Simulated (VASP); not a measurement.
# CaO (F-43m) in VASP: settings compared

Aim: see how the results for CaO move with the level of theory and the settings. Levels: r2SCAN+D4, r2SCAN, HSE06. Tasks: single point.

All numbers are computed with VASP 6.6.1; they aren't measurements. Logs are shortened: lines on timing, memory, paths and dates and some standing lists are left out, and cuts for length are marked.

## 1. The cell of the first run

Symmetry: F-43m, No. 216, cubic system. Conventional cell: a = 5.213 Å, b = 5.213 Å, c = 5.213 Å, α = 90.00°, β = 90.00°, γ = 90.00°. Ca (site symmetry -43m) has 4 O at 2.26 Å within 3.0 Å. O (site symmetry -43m) has 4 Ca at 2.26 Å within 3.0 Å.

## 2. Single point, r2SCAN+D4

POSCAR reads:

```
CaO
1.0
    0.0000000000      2.6067317416      2.6067317416
    2.6067317416      0.0000000000      2.6067317416
    2.6067317416      2.6067317416      0.0000000000
Ca O
1 1
Direct
    0.0000000000      0.0000000000      0.0000000000
    0.2500000000      0.2500000000      0.2500000000
```

INCAR.step1 reads:

```
SYSTEM = CaO
ALGO     = Normal         ! electronic algorithm
EDIFF    = 1E-4           ! SCF threshold, eV
ENCUT    = 520            ! plane-wave cutoff, eV
GGA      = PE             ! functional
ISMEAR   = 0              ! smearing method
LASPH    = .TRUE.         ! aspherical terms in the spheres
LCHARG   = .FALSE.        ! write CHGCAR
LREAL    = .FALSE.        ! projectors in reciprocal space
LWAVE    = .TRUE.         ! write WAVECAR
NBANDS   = 15             ! bands
NELM     = 100            ! most SCF steps
PREC     = Accurate       ! precision mode
SIGMA    = 0.01           ! smearing width, eV
```

INCAR.step2 reads:

```
SYSTEM = CaO
ALGO     = Normal         ! electronic algorithm
EDIFF    = 1E-7           ! SCF threshold, eV
ENCUT    = 520            ! plane-wave cutoff, eV
ISIF     = 2              ! what is computed and relaxed
ISMEAR   = 0              ! smearing method
ISTART   = 1            
IVDW     = 13             ! dispersion correction
LASPH    = .TRUE.         ! aspherical terms in the spheres
LCHARG   = .FALSE.        ! write CHGCAR
LMIXTAU  = .TRUE.       
LREAL    = .FALSE.        ! projectors in reciprocal space
LWAVE    = .FALSE.        ! write WAVECAR
METAGGA  = R2SCAN         ! meta-GGA
NBANDS   = 15             ! bands
NELM     = 100            ! most SCF steps
PREC     = Accurate       ! precision mode
SIGMA    = 0.01           ! smearing width, eV
VDW_A1   = 0.51559235   
VDW_A2   = 5.77342911   
VDW_S6   = 1.0          
VDW_S8   = 0.6018749
```

KPOINTS reads:

```
k-points
0
G
  6 6 6
  0 0 0
```

Potentials or basis: VASP PAW PBE potentials, release 64 (Ca_sv, O).

Started as:

```sh
> cat potpaw_PBE.64/Ca_sv/POTCAR potpaw_PBE.64/O/POTCAR > POTCAR
> cp INCAR.step1 INCAR
> mpirun -np 1 vasp_std > vasp.out
> cp INCAR.step2 INCAR
> mpirun -np 1 vasp_std > vasp.out
```

OUTCAR:

```text
SYSTEM = CaO
   EDIFF = 1E-7
   ENCUT = 520
   ISIF = 2
   ISMEAR = 0
   ISTART = 1
   IVDW = 13
   LASPH = .TRUE.
   LREAL = .FALSE.
   METAGGA = R2SCAN
   NELM = 100
   PREC = Accurate

 ion  position               nearest neighbor table
   1  0.000  0.000  0.000-   2 2.26   2 2.26   2 2.26   2 2.26
   2  0.250  0.250  0.250-   1 2.26   1 2.26   1 2.26   1 2.26

  LATTYP: Found a face centered cubic cell.
 ALAT       =     5.2134634832

  Lattice vectors:

 A1 = (   0.0000000000,   2.6067317416,   2.6067317416)
 A2 = (   2.6067317416,   0.0000000000,   2.6067317416)
 A3 = (   2.6067317416,   2.6067317416,   0.0000000000)

Analysis of symmetry for initial positions (statically):
=====================================================================
 Subroutine PRICEL returns:
 Original cell was already a primitive cell.

 Routine SETGRP: Setting up the symmetry group for a
 face centered cubic supercell.

 Subroutine GETGRP returns: Found 24 space group operations
 (whereof 24 operations were pure point group operations)
 out of a pool of 48 trial point group operations.

The static configuration has the point symmetry T_d .

Analysis of symmetry for dynamics (positions and initial velocities):
=====================================================================
 Subroutine PRICEL returns:
 Original cell was already a primitive cell.

 Routine SETGRP: Setting up the symmetry group for a
 face centered cubic supercell.

 Subroutine GETGRP returns: Found 24 space group operations
 (whereof 24 operations were pure point group operations)
 out of a pool of 48 trial point group operations.

The dynamic configuration has the point symmetry T_d .

 Subroutine INISYM returns: Found 24 space group operations
 (whereof 24 operations are pure point group operations),
 and found     1 'primitive' translations

----------------------------------------------------------------------------------------

                                     Primitive cell

  volume of cell :      35.4257

  direct lattice vectors                    reciprocal lattice vectors
     0.000000000  2.606731742  2.606731742    -0.191811068  0.191811068  0.191811068
     2.606731742  0.000000000  2.606731742     0.191811068 -0.191811068  0.191811068
     2.606731742  2.606731742  0.000000000     0.191811068  0.191811068 -0.191811068

  length of vectors
     3.686475382  3.686475382  3.686475382     0.332226516  0.332226516  0.332226516

[... 81 lines left out ...]
   PSTRESS=    0.0 pullay stress
   NELECT =      16.0000    total number of electrons
   NUPDOWN=      -1.0000    fix difference up-down
   EMIN   =  10.00;   EMAX   =-10.00  energy-range for DOS
   EFERMI =   0.00;   METHOD = LEGACY
   ISMEAR =     0;   SIGMA  =   0.01  broadening in eV -4-tet -1-fermi 0-gaus
   EFERMI_NEDOS =   21; number of points for ismear=-14 and -15
   IALGO  =     38    algorithm
   IMIX   =      4    mixing-type and parameters
     AMIX     =   0.40;   BMIX     =  1.00
     AMIX_MAG =   1.60;   BMIX_MAG =  1.00
  volume/ion in A,a.u.               =      17.71       119.53
  Fermi-wavevector in a.u.,A,eV,Ry     =   1.256055  2.373599 21.465543  1.577673
  Thomas-Fermi vector in A             =   2.389781
   LORBIT       =      0    0 simple, 1 ext, 2 COOP (PROOUT), +10 PAW based schemes
   METAGGA = R2SCAN    functional components
   LHFCALC =     F    Hartree Fock is set to
   AEXX    =    0.0000 exact exchange contribution
   IVDW    =    13    specifies the selected vdW correction
   LEPSILON=     F    determine dielectric tensor
   LRPA    =     F    only Hartree local field effects (RPA)
 non-spin polarized calculation
 Gauss-broadening in eV      SIGMA  =   0.01
  energy-cutoff  :      520.00
  volume of cell :       35.43
 maximum number of plane-waves:       962
   NGX = 13   NGY = 13   NGZ = 13

 number of electron      15.9999998 magnetization

 Free energy of the ion-electron system (eV)
  ---------------------------------------------------
  ext. energy  EPLUGINS =         0.00000000
  ---------------------------------------------------
  free energy    TOTEN  =       -18.94016051 eV

  energy without entropy =      -18.94016051  energy(sigma->0) =      -18.94016051

 E-fermi :   0.2755     XC(G=0):  -9.5810

 val. band max:        0.1461272737   @ k =  -0.3333   0.5000   0.1667
 cond. band min:       3.8797864341   @ k =   0.0000   0.0000   0.0000
 fundamental gap:      3.7336591604
 Fermi energy:         0.2754644761

 k-point     1 :       0.0000    0.0000    0.0000
  band No.  band energies     occupation
      1     -38.4129      2.00000
      2     -18.4727      2.00000
      3     -18.4727      2.00000
      4     -18.4726      2.00000
      5     -15.6065      2.00000
      6      -0.4783      2.00000
      7      -0.4783      2.00000
      8      -0.4783      2.00000
      9       3.8798      0.00000
     10       8.8010      0.00000
     11       8.8010      0.00000
     12      10.4326      0.00000
     13      10.4326      0.00000
     14      10.4326      0.00000
[... 257 lines left out ...]
      2     -19.2971      2.00000
      3     -18.6719      2.00000
      4     -18.6169      2.00000
      5     -14.6497      2.00000
      6      -0.9360      2.00000
      7      -0.1796      2.00000
      8       0.1461      2.00000
      9       5.5123      0.00000
     10       7.2204      0.00000
     11       9.4561      0.00000
     12      10.0996      0.00000
     13      10.7468      0.00000
     14      13.2104      0.00000
     15      14.2804      0.00000

------------------------ aborting loop because EDIFF is reached ----------------------------------------

  DFT-D4 for vdW energy calculation

  Edisp (eV):   -0.10184

  FORCE on cell =-STRESS in cart. coord.  units (eV):
  Direction    XX          YY          ZZ          XY          YZ          ZX
  --------------------------------------------------------------------------------------
  -------------------------------------------------------------------------------------
  Total       0.08318     0.08318     0.08318    -0.00000    -0.00000    -0.00000
  in kB       3.76214     3.76214     3.76214    -0.00000    -0.00000    -0.00000
  external pressure =        3.76 kB  Pullay stress =        0.00 kB

 VOLUME and BASIS-vectors are now :
 -----------------------------------------------------------------------------
  energy-cutoff  :      520.00
  volume of cell :       35.43
      direct lattice vectors                 reciprocal lattice vectors
     0.000000000  2.606731742  2.606731742    -0.191811068  0.191811068  0.191811068
     2.606731742  0.000000000  2.606731742     0.191811068 -0.191811068  0.191811068
     2.606731742  2.606731742  0.000000000     0.191811068  0.191811068 -0.191811068

 POSITION                                       TOTAL-FORCE (eV/Angst)
 -----------------------------------------------------------------------------------
      0.00000      0.00000      0.00000        -0.000000     -0.000000      0.000000
      1.30337      1.30337      1.30337         0.000000      0.000000     -0.000000
 -----------------------------------------------------------------------------------
    total drift:                               -0.000000     -0.000000     -0.000000

  FREE ENERGIE OF THE ION-ELECTRON SYSTEM (eV)
  ---------------------------------------------------
  free  energy   TOTEN  =       -19.0420018770 eV

  energy  without entropy=      -19.0420018770  energy(sigma->0) =      -19.04200188
```

OSZICAR.step1:

```text
N       E                     dE             d eps       ncg     rms          rms(c)
DAV:   1     0.131872573994E+03    0.13187E+03   -0.81222E+03   480   0.105E+03
DAV:   2    -0.865593402381E+01   -0.14053E+03   -0.12913E+03   599   0.282E+02
DAV:   3    -0.148577657777E+02   -0.62018E+01   -0.61652E+01   578   0.625E+01
DAV:   4    -0.150717450476E+02   -0.21398E+00   -0.21390E+00   700   0.991E+00
DAV:   5    -0.150726658808E+02   -0.92083E-03   -0.92080E-03   564   0.810E-01    0.972E+00
DAV:   6    -0.125525159832E+02    0.25201E+01   -0.85035E+00   515   0.252E+01    0.419E+00
DAV:   7    -0.124488917927E+02    0.10362E+00   -0.84108E-01   503   0.845E+00    0.200E+00
DAV:   8    -0.124377672860E+02    0.11125E-01   -0.13616E-01   592   0.379E+00    0.470E-01
DAV:   9    -0.124366696529E+02    0.10976E-02   -0.97964E-03   568   0.889E-01    0.169E-01
DAV:  10    -0.124385001625E+02   -0.18305E-02   -0.15022E-03   522   0.313E-01    0.537E-02
DAV:  11    -0.124386483233E+02   -0.14816E-03   -0.68370E-04   571   0.176E-01    0.315E-02
DAV:  12    -0.124386404353E+02    0.78880E-05   -0.59736E-05   457   0.959E-02
   1 F= -.12438640E+02 E0= -.12438640E+02  d E =-.961662E-12
```

It took 43 s on 1 thread of Intel Xeon Platinum 8259CL at 2.50GHz (Skylake/Cascade Lake), shared host; peak memory 0.16 GiB.

Results:

- Free energy: -19.0420 eV
- Pressure: 0.4 GPa
- Band gap on the k mesh: 3.73 eV (least direct gap 4.36 eV)
- Dispersion energy per atom: -0.051 eV

Caveat: the structure was generated, so it needn't be the stable form of CaO; the PAW data sets were made with another functional, which shifts forces and pressure a little.

(Part 1 of 2 ends here.)
